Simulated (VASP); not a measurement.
# Bi (P2/m) in VASP: notebook

The runs below take Bi through single point, with PBEsol, LDA.

Everything below comes from runs of VASP 6.6.1. Logs are shortened: lines on timing, memory, paths and dates and some standing lists are left out, and cuts for length are marked.

## (1) The cell of the first run

Symmetry: P2/m, No. 10, monoclinic system. The conventional cell has a = 3.238 Å, b = 3.222 Å, c = 6.573 Å, α = 90.00°, β = 90.70°, γ = 90.00°. Bi (site symmetry m) has 6 Bi at 3.22 to 3.31 Å within 4.2 Å.

## (2) Single point, PBEsol

The input, INCAR:

```
PREC     = Accurate       # precision mode
ENCUT    = 520            # plane-wave cutoff, eV
EDIFF    = 1E-6           # SCF threshold, eV
ISMEAR   = -1             # smearing method
SIGMA    = 0.05           # smearing width, eV
LREAL    = False          # projectors in reciprocal space
LASPH    = True           # aspherical terms in the spheres
NELM     = 80             # most SCF steps
ALGO     = Fast           # electronic algorithm
ISIF     = 2              # what is computed and relaxed
LWAVE    = False          # write WAVECAR
LCHARG   = True           # write CHGCAR
GGA      = PS             # functional
LELF     = True           # ELF
LVHAR    = True         
NBANDS   = 22             # bands
```

The input, KPOINTS:

```
Automatic mesh
0
Gamma
  8 8 4
```

The input, POSCAR:

```
Bi
1.0
    3.2383762460      0.0000000000      0.0000000000
    0.0000000000      3.2216433200      0.0000000000
   -0.0804548793      0.0000000000      6.5727665640
Bi
2
Direct
    0.5442472500      0.0000000000      0.7495778900
    0.4557527500      0.0000000000      0.2504221100
```

Potentials or basis: VASP PAW PBE potentials, release 64 (Bi_d).

On the command line:

```console
$ cat potpaw_PBE.64/Bi_d/POTCAR > POTCAR
$ mpirun -np 1 vasp_std > vasp.out
```

OUTCAR:

```text
PREC = Accurate
   ENCUT = 520
   EDIFF = 1E-6
   ISMEAR = -1
   LREAL = False
   LASPH = True
   NELM = 80
   ISIF = 2
   GGA = PS

 ion  position               nearest neighbor table
   1  0.544  0.000  0.750-   2 3.29   2 3.31
   2  0.456  0.000  0.250-   1 3.29   1 3.31

  LATTYP: Found a simple monoclinic cell.
 ALAT       =     3.2383762460
 B/A-ratio  =     0.9948329271
 C/A-ratio  =     2.0298008804
 COS(beta)  =    -0.0122397246

  Lattice vectors:

 A1 = (   3.2383762460,   0.0000000000,   0.0000000000)
 A2 = (   0.0000000000,   3.2216433200,   0.0000000000)
 A3 = (  -0.0804548793,   0.0000000000,   6.5727665640)

Analysis of symmetry for initial positions (statically):
=====================================================================
 Subroutine PRICEL returns:
 Original cell was already a primitive cell.

 Routine SETGRP: Setting up the symmetry group for a
 simple monoclinic supercell.

 Subroutine GETGRP returns: Found  4 space group operations
 (whereof  4 operations were pure point group operations)
 out of a pool of  4 trial point group operations.

The static configuration has the point symmetry C_2h.

Analysis of symmetry for dynamics (positions and initial velocities):
=====================================================================
 Subroutine PRICEL returns:
 Original cell was already a primitive cell.

 Routine SETGRP: Setting up the symmetry group for a
 simple monoclinic supercell.

 Subroutine GETGRP returns: Found  4 space group operations
 (whereof  4 operations were pure point group operations)
 out of a pool of  4 trial point group operations.

The dynamic configuration has the point symmetry C_2h.

 Subroutine INISYM returns: Found  4 space group operations
 (whereof  4 operations are pure point group operations),
 and found     1 'primitive' translations

----------------------------------------------------------------------------------------

                                     Primitive cell

  volume of cell :      68.5730

  direct lattice vectors                    reciprocal lattice vectors
     3.238376246  0.000000000  0.000000000     0.308796731  0.000000000  0.003779870
     0.000000000  3.221643320  0.000000000     0.000000000  0.310400594  0.000000000
    -0.080454879  0.000000000  6.572766564     0.000000000  0.000000000  0.152142936

  length of vectors
     3.238376246  3.221643320  6.573258955     0.308819865  0.310400594  0.152142936

  position of ions in fractional coordinates (direct lattice)
     0.544247250  0.000000000  0.749577890
     0.455752750  0.000000000  0.250422110

  ion indices of the primitive-cell ions
   primitive index   ion index
                 1           1
                 2           2

----------------------------------------------------------------------------------------

 KPOINTS: Automatic mesh

Automatic generation of k-mesh.
 Grid dimensions read from file:
 generate k-points for:    8    8    4

 Generating k-lattice:

  Cartesian coordinates                     Fractional coordinates (reciprocal lattice)
     0.038599591  0.000000000  0.000472484     0.125000000  0.000000000  0.000000000
     0.000000000  0.038800074  0.000000000     0.000000000  0.125000000  0.000000000
     0.000000000  0.000000000  0.038035734     0.000000000  0.000000000  0.250000000

  Length of vectors
     0.038602483  0.038800074  0.038035734

  Shift w.r.t. Gamma in fractional coordinates (k-lattice)
     0.000000000  0.000000000  0.000000000

 Subroutine IBZKPT returns following result:
 ===========================================

 Found     90 irreducible k-points:

 Following reciprocal coordinates:
            Coordinates               Weight
  0.000000  0.000000  0.000000      1.000000
  0.125000  0.000000  0.000000      2.000000
  0.250000  0.000000  0.000000      2.000000
  0.375000  0.000000  0.000000      2.000000
  0.500000  0.000000  0.000000      1.000000
  0.000000  0.125000  0.000000      2.000000
[... 16 lines left out ...]
  0.250000  0.500000  0.000000      2.000000
  0.375000  0.500000  0.000000      2.000000
 [... further k-points ...]
   k-points           NKPTS =     90   k-points in BZ     NKDIM =     90   number of bands    NBANDS=     22
   number of dos      NEDOS =    301   number of ions     NIONS =      2
   total plane-waves  NPLWV =  28800
   dimension x,y,z NGX =    24 NGY =   24 NGZ =   50
   dimension x,y,z NGXF=    48 NGYF=   48 NGZF=  100
   ions per type =               2
   NGX,Y,Z   is equivalent  to a cutoff of  12.32, 12.38, 12.65 a.u.
   NGXF,Y,Z  is equivalent  to a cutoff of  24.64, 24.77, 25.29 a.u.
 SYSTEM =  unknown system
   PREC   = accura    normal or accurate (medium, high low for compatibility)
   ISTART =      0    job   : 0-new  1-cont  2-samecut
   ICHARG =      2    charge: 1-file 2-atom 10-const
   ISPIN  =      1    spin polarized calculation?
   LNONCOLLINEAR =      F non collinear calculations
[... 32 lines left out ...]
   IVDW    =     0    specifies the selected vdW correction
   LEPSILON=     F    determine dielectric tensor
   LRPA    =     F    only Hartree local field effects (RPA)
 non-spin polarized calculation
 RMM-DIIS sequential band-by-band and
  energy-cutoff  :      520.00
  volume of cell :       68.57
 maximum number of plane-waves:      1870
   NGX = 13   NGY = 11   NGZ = 25

 number of electron      30.0000013 magnetization

 Free energy of the ion-electron system (eV)
  ---------------------------------------------------
  ext. energy  EPLUGINS =         0.00000000
  ---------------------------------------------------
  free energy    TOTEN  =        -8.51977002 eV

  energy without entropy =       -8.50637826  energy(sigma->0) =       -8.51307414

 E-fermi :   6.3947     XC(G=0):  -9.8612

 val. band max:        6.3808993520   @ k =   0.1250   0.2500   0.2500
 cond. band min:       6.3951583415   @ k =  -0.1250   0.2500   0.2500
 fundamental gap:      0.0142589895
 Fermi energy:         6.3946681779

 k-point     1 :       0.0000    0.0000    0.0000
  band No.  band energies     occupation
      1     -16.4658      2.00000
      2     -16.4541      2.00000
      3     -16.4237      2.00000
      4     -16.1980      2.00000
      5     -16.1914      2.00000
      6     -16.1904      2.00000
[... 14 lines left out ...]
     21      14.5432      0.00000
     22      16.3344      0.00000

 k-point     2 :       0.1250    0.0000    0.0000
  band No.  band energies     occupation
      1     -16.4472      2.00000
      2     -16.4250      2.00000
      3     -16.3988      2.00000
      4     -16.2081      2.00000
      5     -16.1900      2.00000
      6     -16.1805      2.00000
[... 14 lines left out ...]
     21      14.4588      0.00000
     22      16.4800      0.00000

 k-point     3 :       0.2500    0.0000    0.0000
  band No.  band energies     occupation
      1     -16.4344      2.00000
      2     -16.3695      2.00000
      3     -16.3067      2.00000
      4     -16.2480      2.00000
      5     -16.1867      2.00000
      6     -16.1731      2.00000
[... 14 lines left out ...]
     21      14.9293      0.00000
     22      17.2311      0.00000

 k-point     4 :       0.3750    0.0000    0.0000
  band No.  band energies     occupation
      1     -16.4277      2.00000
      2     -16.3339      2.00000
      3     -16.2875      2.00000
      4     -16.2092      2.00000
      5     -16.2030      2.00000
      6     -16.1924      2.00000
[... 14 lines left out ...]
     21      15.7244      0.00000
     22      17.7814      0.00000

 k-point     5 :       0.5000    0.0000    0.0000
  band No.  band energies     occupation
      1     -16.4253      2.00000
      2     -16.3235      2.00000
      3     -16.3037      2.00000
      4     -16.2166      2.00000
      5     -16.2050      2.00000
      6     -16.1979      2.00000
[... 417 lines left out ...]
 k-point    22 :       0.1250    0.5000    0.0000
  band No.  band energies     occupation
      1     -16.3843      2.00000
      2     -16.3058      2.00000
      3     -16.2708      2.00000
      4     -16.2267      2.00000
      5     -16.2193      2.00000
      6     -16.2125      2.00000
[... 14 lines left out ...]
     21      16.2790      0.00000
     22      16.4950      0.00000

 k-point    23 :       0.2500    0.5000    0.0000
  band No.  band energies     occupation
      1     -16.3205      2.00000
      2     -16.3007      2.00000
      3     -16.2669      2.00000
      4     -16.2579      2.00000
      5     -16.2359      2.00000
      6     -16.2092      2.00000
[... 14 lines left out ...]
     21      14.1874      0.00000
     22      14.5659      0.00000

 k-point    24 :       0.3750    0.5000    0.0000
  band No.  band energies     occupation
      1     -16.3066      2.00000
      2     -16.2966      2.00000
      3     -16.2951      2.00000
      4     -16.2793      2.00000
      5     -16.2737      2.00000
      6     -16.2060      2.00000
[... 14 lines left out ...]
     21      12.3926      0.00000
     22      13.5777      0.00000

 [... further k-points ...]

------------------------ aborting loop because EDIFF is reached ----------------------------------------

  FORCE on cell =-STRESS in cart. coord.  units (eV):
  Direction    XX          YY          ZZ          XY          YZ          ZX
  --------------------------------------------------------------------------------------
  -------------------------------------------------------------------------------------
  Total       -0.4894777     -0.1558419     -1.2352215      0.0000000      0.0000000      0.0014401
  in kB      -11.4364305     -3.6411772    -28.8604067      0.0000000      0.0000000      0.0336481
  external PRESSURE =     -14.6460048 kB  Pullay stress =       0.0000000 kB

 VOLUME and BASIS-vectors are now :
 -----------------------------------------------------------------------------
  energy-cutoff  :      520.00
  volume of cell :       68.57
      direct lattice vectors                 reciprocal lattice vectors
     3.238376246  0.000000000  0.000000000     0.308796731  0.000000000  0.003779870
     0.000000000  3.221643320  0.000000000     0.000000000  0.310400594  0.000000000
    -0.080454879  0.000000000  6.572766564     0.000000000  0.000000000  0.152142936

 POSITION                                       TOTAL-FORCE (eV/Angst)
 -----------------------------------------------------------------------------------
      1.70217      0.00000      4.92680        -0.024457      0.000000     -0.008205
      1.45575      0.00000      1.64597         0.024457      0.000000      0.008205
 -----------------------------------------------------------------------------------
    total drift:                                0.000000     -0.000000      0.000000

  FREE ENERGIE OF THE ION-ELECTRON SYSTEM (eV)
  ---------------------------------------------------
  free  energy   TOTEN  =        -8.5197700212 eV

  energy  without entropy=       -8.5063782639  energy(sigma->0) =       -8.51307414
```

It took 76 s on 1 thread of Intel Xeon Platinum 8375C at 2.90GHz (Ice Lake), shared host; peak memory 0.24 GiB.

Results:

| Item | Value |
| --- | --- |
| Free energy | -8.5198 eV |
| Pressure | -1.5 GPa |
| Largest force | 0.026 eV/Å |
| Band gap on the k mesh | zero (bands 15 and 16 overlap by 6.31 eV) |

Forces in eV/Å, atoms in the order of the input:
```
Bi  -0.024  0.000 -0.008
Bi   0.024  0.000  0.008
```

Caveat: the PAW data sets were made with another functional, which shifts forces and pressure a little; spin-orbit coupling is left out, which moves the levels of the heavy elements.

## (3) Single point, PBEsol

This run uses another cell than the first one, of 34.96 Å³/atom.

The input, INCAR:

```
ALGO     = Fast           # electronic algorithm
EDIFF    = 1E-7           # SCF threshold, eV
ENCUT    = 520            # plane-wave cutoff, eV
GGA      = PS             # functional
ISIF     = 2              # what is computed and relaxed
ISMEAR   = -1             # smearing method
LASPH    = T              # aspherical terms in the spheres
LCHARG   = F              # write CHGCAR
LREAL    = F              # projectors in reciprocal space
LWAVE    = F              # write WAVECAR
NBANDS   = 22             # bands
NELM     = 100            # most SCF steps
PREC     = Accurate       # precision mode
SIGMA    = 0.05           # smearing width, eV
```

The input, KPOINTS:

```
k-points
0
Gamma
  8 8 4
```

Edit POSCAR of step 2 so:

```diff
@@ -4,3 +4,3 @@
     0.0000000000      3.2216433200      0.0000000000
-   -0.0804548793      0.0000000000      6.5727665640
+   -0.0804548793      0.0000000000      6.7016443397
 Bi
```

Potentials or basis: VASP PAW PBE potentials, release 64 (Bi_d).

On the command line:

```console
$ cat potpaw_PBE.64/Bi_d/POTCAR > POTCAR
$ mpirun -np 1 vasp_std > vasp.out
```

Run time: 94 s. Hardware: 1 thread of Intel Xeon Platinum 8375C at 2.90GHz (Ice Lake), shared host; peak memory 0.24 GiB.

The run converged. Its results:

- Free energy: -8.4885 eV
- Pressure: -2.2 GPa
- Largest force: 0.046 eV/Å
- Band gap on the k mesh: zero (bands 15 and 16 overlap by 6.32 eV)

Forces on the atoms (eV/Å):
```
Bi  -0.046  0.000 -0.002
Bi   0.046  0.000  0.002
```

Stress tensor (GPa, compression positive):
```
-1.37  0.00  0.12
 0.00 -0.67  0.00
 0.12  0.00 -4.66
```

Levels at points of the mesh, in eV from the Fermi level:
| k point | band 12 | band 13 | band 14 | band 15 | band 16 | band 17 | band 18 | band 19 |
| --- | --- | --- | --- | --- | --- | --- | --- | --- |
| (0.00, 0.00, 0.00) | -11.42 | -4.75 | 2.51 | 3.46 | 3.52 | 4.78 | 5.12 | 6.06 |
| (0.50, 0.00, 0.00) | -9.55 | -4.83 | -3.29 | -2.75 | 2.37 | 4.79 | 5.48 | 7.07 |
| (0.00, 0.50, 0.00) | -9.46 | -4.87 | -3.27 | -2.76 | 2.75 | 4.46 | 5.45 | 6.83 |
| (0.50, 0.50, 0.00) | -7.55 | -2.96 | -2.89 | -1.52 | -1.45 | -0.87 | 2.89 | 4.93 |
| (0.00, 0.00, 0.50) | -12.33 | -1.99 | -1.96 | 4.02 | 4.10 | 4.20 | 4.22 | 7.77 |
| (0.50, 0.00, 0.50) | -10.41 | -4.23 | -4.21 | 0.04 | 0.12 | 5.12 | 5.16 | 6.16 |
| (0.00, 0.50, 0.50) | -10.36 | -4.21 | -4.19 | 0.07 | 0.11 | 5.17 | 5.17 | 6.03 |
| (0.50, 0.50, 0.50) | -8.43 | -2.35 | -2.32 | -2.32 | -2.29 | 2.03 | 2.12 | 3.52 |

Caveat: the PAW data sets were made with another functional, which shifts forces and pressure a little; spin-orbit coupling is left out, which moves the levels of the heavy elements.

## (4) Single point, PBEsol

This run uses another cell than the first one, of 32.27 Å³/atom.

The input, INCAR:

```
PREC     = Accurate       # precision mode
ENCUT    = 520            # plane-wave cutoff, eV
EDIFF    = 1E-6           # SCF threshold, eV
ISMEAR   = -1             # smearing method
SIGMA    = 0.05           # smearing width, eV
LREAL    = False          # projectors in reciprocal space
LASPH    = True           # aspherical terms in the spheres
NELM     = 60             # most SCF steps
ALGO     = Normal         # electronic algorithm
ISIF     = 2              # what is computed and relaxed
LWAVE    = False          # write WAVECAR
LCHARG   = True           # write CHGCAR
GGA      = PS             # functional
LELF     = True           # ELF
LVHAR    = True         
NBANDS   = 22             # bands
```

The input, KPOINTS:

```
Automatic mesh
0
Gamma
  8 8 4
```

Edit POSCAR of step 3 so:

```diff
@@ -4,3 +4,3 @@
     0.0000000000      3.2216433200      0.0000000000
-   -0.0804548793      0.0000000000      6.7016443397
+   -0.0804548793      0.0000000000      6.1861332367
 Bi
```

On the command line:

```console
$ cat potpaw_PBE.64/Bi_d/POTCAR > POTCAR
$ mpirun -np 1 vasp_std > vasp.out
```

Wall time 52 s (1 thread of Intel Xeon Platinum 8375C at 2.90GHz (Ice Lake), shared host); peak memory 0.23 GiB.

It converged, with:

```
Free energy            : -8.5071 eV
Pressure               : 1.9 GPa
Largest force          : 0.080 eV/Å
Band gap on the k mesh : zero (bands 15 and 16 overlap by 6.28 eV)
```

Forces in eV/Å, atoms in the order of the input:
```
Bi   0.075  0.000  0.025
Bi  -0.075  0.000 -0.025
```

Stress tensor (GPa, compression positive):
```
0.22 0.00 0.00
0.00 0.76 0.00
0.00 0.00 4.77
```

Levels at points of the mesh, in eV from the Fermi level:
| k point | band 13 | band 14 | band 15 | band 16 | band 17 | band 18 |
| --- | --- | --- | --- | --- | --- | --- |
| (0.00, 0.00, 0.00) | -5.42 | 2.96 | 2.99 | 4.09 | 4.86 | 5.37 |
| (0.50, 0.00, 0.00) | -5.26 | -3.56 | -3.04 | 2.33 | 4.90 | 6.32 |
| (0.00, 0.50, 0.00) | -5.33 | -3.56 | -3.03 | 2.62 | 4.90 | 6.08 |
| (0.50, 0.50, 0.00) | -3.43 | -3.34 | -1.80 | -1.32 | -1.22 | 2.53 |
| (0.00, 0.00, 0.50) | -1.62 | -1.59 | 3.76 | 3.87 | 3.96 | 3.98 |
| (0.50, 0.00, 0.50) | -4.47 | -4.44 | 0.37 | 0.47 | 5.63 | 5.69 |
| (0.00, 0.50, 0.50) | -4.42 | -4.40 | 0.39 | 0.43 | 5.68 | 5.69 |
| (0.50, 0.50, 0.50) | -2.57 | -2.56 | -2.53 | -2.53 | 2.34 | 2.46 |

Caveat: the PAW data sets were made with another functional, which shifts forces and pressure a little; spin-orbit coupling is left out, which moves the levels of the heavy elements.

## (5) Single point, LDA

This run uses another cell than the first one, of 33.61 Å³/atom.

The input, INCAR:

```
PREC = Accurate ; ENCUT = 520
EDIFF = 1E-7 ; ISMEAR = 1
SIGMA = 0.05 ; LREAL = F
LASPH = T ; NELM = 100
ALGO = Normal ; ISIF = 2
LWAVE = F ; LCHARG = F
NBANDS = 22
```

The input, KPOINTS:

```
Automatic mesh
0
Gamma
  7 7 4
```

Edit POSCAR of step 4 so:

```diff
@@ -4,3 +4,3 @@
     0.0000000000      3.2216433200      0.0000000000
-   -0.0804548793      0.0000000000      6.1861332367
+   -0.0804548793      0.0000000000      6.4438887882
 Bi
```

Potentials or basis: VASP PAW LDA potentials, release 64 (Bi_d).

On the command line:

```console
$ cat potpaw_LDA.64/Bi_d/POTCAR > POTCAR
$ mpirun -np 1 vasp_std > vasp.out
```

Run time: 24 s. Hardware: 1 thread of Intel Xeon Platinum 8488C (Sapphire Rapids), shared host; peak memory 0.18 GiB.

Results (log left out):

| Item | Value |
| --- | --- |
| Free energy | -9.0909 eV |
| Pressure | -1.7 GPa |
| Largest force | 0.007 eV/Å |
| Band gap on the k mesh | zero (bands 15 and 16 overlap by 6.05 eV) |

Forces in eV/Å, atoms in the order of the input:
```
Bi  -0.004  0.000 -0.006
Bi   0.004  0.000  0.006
```

Stress tensor (GPa, compression positive):
```
-1.83  0.00 -0.30
 0.00 -1.29  0.00
-0.30  0.00 -2.09
```

Levels at points of the mesh, in eV from the Fermi level:
| k point | band 12 | band 13 | band 14 | band 15 | band 16 | band 17 | band 18 | band 19 |
| --- | --- | --- | --- | --- | --- | --- | --- | --- |
| (0.00, 0.00, 0.00) | -11.27 | -5.06 | 3.19 | 3.24 | 3.25 | 4.81 | 5.19 | 6.57 |
| (0.00, 0.00, 0.50) | -12.45 | -1.83 | -1.80 | 3.89 | 3.98 | 4.07 | 4.08 | 7.69 |

Caveat: spin-orbit coupling is left out, which moves the levels of the heavy elements.

## (6) Summary

```tsv
level	potentials or basis	cell	k mesh	smearing	gap on the mesh (eV)	pressure (GPa)	largest force (eV/Å)
PBEsol	VASP PAW PBE potentials, release 64 (Bi_d)	a = 3.238, b = 3.222, c = 6.573 Å, angles 90.0, 90.7, 90.0°, 2 atoms	8 × 8 × 4	fermi-dirac 0.05 eV	none	-1.5	0.03
PBEsol	VASP PAW PBE potentials, release 64 (Bi_d)	a = 3.238, b = 3.222, c = 6.702 Å, angles 90.0, 90.7, 90.0°, 2 atoms	8 × 8 × 4	fermi-dirac 0.05 eV	none	-2.2	0.05
PBEsol	VASP PAW PBE potentials, release 64 (Bi_d)	a = 3.238, b = 3.222, c = 6.187 Å, angles 90.0, 90.7, 90.0°, 2 atoms	8 × 8 × 4	fermi-dirac 0.05 eV	none	1.9	0.08
LDA	VASP PAW LDA potentials, release 64 (Bi_d)	a = 3.238, b = 3.222, c = 6.444 Å, angles 90.0, 90.7, 90.0°, 2 atoms	7 × 7 × 4	methfessel-paxton 0.05 eV	none	-1.7	0.01
```

Alike in all rows: task single point; no spin polarisation; cutoff (eV) 520.

Caveats: spin-orbit coupling is left out, which moves the levels of the heavy elements; the PAW data sets were made with another functional, which shifts forces and pressure a little (at least some runs).

Absolute energies hang on the potentials; compare differences alone.
